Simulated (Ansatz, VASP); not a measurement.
# TaN: VASP beside Ansatz

```
Ta N
1.0
     0.00000    2.10580    2.10580
     2.18784   -0.08204    2.18784
     2.18784    2.18784   -0.08204
Ta N
1 1
Direct
  0.50000 0.50000 0.50000
  0.00000 0.00000 0.00000
```

Change from the starting cell: strain -0.0750 x Voigt [0, 0, 0, 1, 0, 0], atoms carried along.

Alike in both runs: task single point; functional PBEsol; k mesh 24 × 24 × 24; occupations gaussian, width 0.15 eV; no spin polarisation.

|  | VASP | Ansatz |
| --- | --- | --- |
| version | VASP 6.6.1 | Ansatz 0.2.0 |
| potentials or method | VASP PAW PBE potentials, release 64 (Ta_pv, N), cutoff 520 eV | scalar-relativistic, plane waves, PAW |
| valence electrons in the cell | 16 | 18 |

```csv
,VASP,Ansatz,Ansatz less VASP
gap on the k mesh at the Fermi level (eV),none,none,-
pressure (GPa),1.7,0.7,-1.00
"traceless stress, the component that is largest in VASP (GPa)",4.90,4.93,+0.033
```

VASP's potentials were made for PBE, not for PBEsol. A gap of «none» marks a metal or a gap that the smearing closes. VASP's potentials hold 16 valence electrons a cell and Ansatz's 18, so a difference there can come from the potentials and not from the codes.

Neither program's run includes spin-orbit coupling.
